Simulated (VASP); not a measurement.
# NiO2 (P-3m1) in VASP: a series of runs, part 2 of 2

VASP 6.6.1. The steps go on from the part before.

### 3 Single point, PBEsol

This run uses another cell than the first one, of the same volume but with other edges.

INCAR reads:

```
SYSTEM = NiO2
  ALGO = Normal
  EDIFF = 1E-6
  ENCUT = 700
  GGA = PS
  GGA_COMPAT = .False.
  ISIF = 2
  ISMEAR = 0
  LASPH = .True.
  LCHARG = .False.
  LREAL = .False.
  LWAVE = .False.
  NBANDS = 22
  NELM = 120
  PREC = Accurate
  SIGMA = 0.05
```

KPOINTS reads:

```
k-points
0
Gamma
  12 12 6
  0 0 0
```

POSCAR reads:

```
NiO2
1.0
    2.6203390588      0.0000000000      0.0000000000
   -1.3101695294      2.2692801914      0.0000000000
    0.0000000000      0.0000000000      5.5094805967
Ni O
1 2
Direct
    0.0000000000      0.0000000000      0.5000000000
    0.6666666667      0.3333333333      0.6912080179
    0.3333333333      0.6666666667      0.3087919821
```

Potentials or basis: VASP PAW PBE potentials, release 64 (Ni_sv_GW, O).

Started as:

```bash
cat potpaw_PBE.64/Ni_sv_GW/POTCAR potpaw_PBE.64/O/POTCAR > POTCAR
mpirun -np 1 vasp_std > vasp.out
```

OUTCAR:

```text
SYSTEM = NiO2
   EDIFF = 1E-6
   ENCUT = 700
   GGA = PS
   ISIF = 2
   ISMEAR = 0
   LASPH = .True.
   LREAL = .False.
   NELM = 120
   PREC = Accurate

 ion  position               nearest neighbor table
   1  0.000  0.000  0.500-   2 1.84   3 1.84   3 1.84   2 1.84   2 1.84   3 1.84
   2  0.667  0.333  0.691-   1 1.84   1 1.84   1 1.84
   3  0.333  0.667  0.309-   1 1.84   1 1.84   1 1.84

  LATTYP: Found a hexagonal cell.
 ALAT       =     2.6203390588
 C/A-ratio  =     2.1025830906

  Lattice vectors:
[... 792 lines left out ...]

  FORCE on cell =-STRESS in cart. coord.  units (eV):
  Direction    XX          YY          ZZ          XY          YZ          ZX
  --------------------------------------------------------------------------------------
  -------------------------------------------------------------------------------------
  Total        4.0540929      4.0540929     -1.6810425      0.0000000     -0.0000000      0.0000000
  in kB      198.2658942    198.2658942    -82.2115839      0.0000000     -0.0000000      0.0000000
  external PRESSURE =     104.7734015 kB  Pullay stress =       0.0000000 kB

 VOLUME and BASIS-vectors are now :
 -----------------------------------------------------------------------------
  energy-cutoff  :      700.00
  volume of cell :       32.76
      direct lattice vectors                 reciprocal lattice vectors
     2.620339059  0.000000000  0.000000000     0.381630002  0.220334184  0.000000000
    -1.310169529  2.269280191  0.000000000     0.000000000  0.440668369  0.000000000
     0.000000000  0.000000000  5.509480597     0.000000000  0.000000000  0.181505313

 POSITION                                       TOTAL-FORCE (eV/Angst)
 -----------------------------------------------------------------------------------
      0.00000      0.00000      2.75474         0.000000      0.000000      0.000000
      1.31017      0.75643      3.80820        -0.000000     -0.000000     -0.738759
     -0.00000      1.51285      1.70128         0.000000      0.000000      0.738759
 -----------------------------------------------------------------------------------
    total drift:                               -0.000000      0.000000      0.000000

  FREE ENERGIE OF THE ION-ELECTRON SYSTEM (eV)
  ---------------------------------------------------
  free  energy   TOTEN  =       -19.4380602864 eV

  energy  without entropy=      -19.4380602864  energy(sigma->0) =      -19.43806029
```

Run time: 53 s. Hardware: 1 thread of Intel Xeon 6975P-C (Granite Rapids), shared host; peak memory 0.27 GiB.

Results:

```
Free energy            : -19.4381 eV
Pressure               : 10.5 GPa
Largest force          : 0.739 eV/Å
Band gap on the k mesh : 1.39 eV (least direct gap 1.46 eV)
```

Forces on the atoms (eV/Å):
```
Ni   0.000  0.000  0.000
O    0.000  0.000 -0.739
O    0.000  0.000  0.739
```

Caveat: the stress differs along the axes, from -8 to 20 GPa; the PAW data sets were made with another functional, which shifts forces and pressure a little; the run has no spin polarisation, though such a crystal can be magnetic. A k mesh can miss the band edges.

### 4 Single point, PBEsol

This run uses another cell than the first one, of the same volume but with other edges.

INCAR reads:

```
SYSTEM = NiO2
PREC = Accurate
ENCUT = 700
EDIFF = 1E-6
ISMEAR = 0
SIGMA = 0.05
LREAL = .FALSE.
LASPH = .TRUE.
NELM = 120
ALGO = Normal
ISIF = 2
LWAVE = .FALSE.
LCHARG = .FALSE.
GGA = PS
NBANDS = 22
GGA_COMPAT = .FALSE.
```

KPOINTS reads:

```
Automatic mesh
0
G
  12 12 6
  0 0 0
```

POSCAR reads:

```
NiO2
1.0
    2.6974517026      0.0000000000      0.0000000000
   -1.3487258513      2.3360616999      0.0000000000
    0.0000000000      0.0000000000      5.1989816428
Ni O
1 2
Direct
    0.0000000000      0.0000000000      0.5000000000
    0.6666666667      0.3333333333      0.6912080179
    0.3333333333      0.6666666667      0.3087919821
```

Started as:

```bash
cat potpaw_PBE.64/Ni_sv_GW/POTCAR potpaw_PBE.64/O/POTCAR > POTCAR
mpirun -np 1 vasp_std > vasp.out
```

It took 63 s on 1 thread of AMD EPYC 9R45 (Zen 5), shared host; peak memory 0.24 GiB.

The run converged. Its results:

```yaml
Free_energy: -19.6894 eV
Pressure: 5.5 GPa
Largest_force: 0.338 eV/Å
Band_gap_on_the_k_mesh: 1.23 eV (least direct gap 1.38 eV)
```

Forces on the atoms (eV/Å):
```
Ni   0.000  0.000  0.000
O    0.000  0.000 -0.338
O    0.000  0.000  0.338
```

Stress tensor (GPa, compression positive):
```
10.33  0.00  0.00
 0.00 10.33  0.00
 0.00  0.00 -4.12
```

Levels at points of the mesh, in eV from the valence-band top:
```
           k point  band 13  band 14  band 15  band 16  band 17  band 18
(0.00, 0.00, 0.00)    -0.85    -0.85    -0.41     2.46     2.46     7.86
(0.50, 0.00, 0.00)    -1.68    -1.55    -0.83     1.97     2.35    12.50
(0.00, 0.00, 0.50)    -0.86    -0.86    -0.18     2.47     2.47     9.79
(0.50, 0.00, 0.50)    -1.71    -1.55    -0.86     1.97     2.32    11.99
```

Caveat: the stress differs along the axes, from -4 to 10 GPa; the PAW data sets were made with another functional, which shifts forces and pressure a little; the run has no spin polarisation, though such a crystal can be magnetic. A k mesh can miss the band edges.

### 5 The runs side by side

```tsv
cell	gap on the mesh (eV)	pressure (GPa)	largest force (eV/Å)
a = 2.863, b = 2.863, c = 4.615 Å, angles 90.0, 90.0, 120.0°, 3 atoms	0.86	-4.6	0.29
a = 2.620, b = 2.620, c = 5.509 Å, angles 90.0, 90.0, 120.0°, 3 atoms	1.39	10.5	0.74
a = 2.697, b = 2.697, c = 5.199 Å, angles 90.0, 90.0, 120.0°, 3 atoms	1.23	5.5	0.34
```

Alike in all rows: task single point; level PBEsol; potentials or basis VASP PAW PBE potentials, release 64 (Ni_sv_GW, O); no spin polarisation; k mesh 12 × 12 × 6; cutoff (eV) 700; smearing gaussian 0.05 eV.

Caveats: the PAW data sets were made with another functional, which shifts forces and pressure a little; the run has no spin polarisation, though such a crystal can be magnetic; the stress differs along the axes, from -8 to 2 GPa (at least some runs); the stress differs along the axes, from -8 to 20 GPa (at least some runs); the stress differs along the axes, from -4 to 10 GPa (at least some runs).

Total energies depend on the potentials used, so only differences within one code and one set of settings carry meaning.
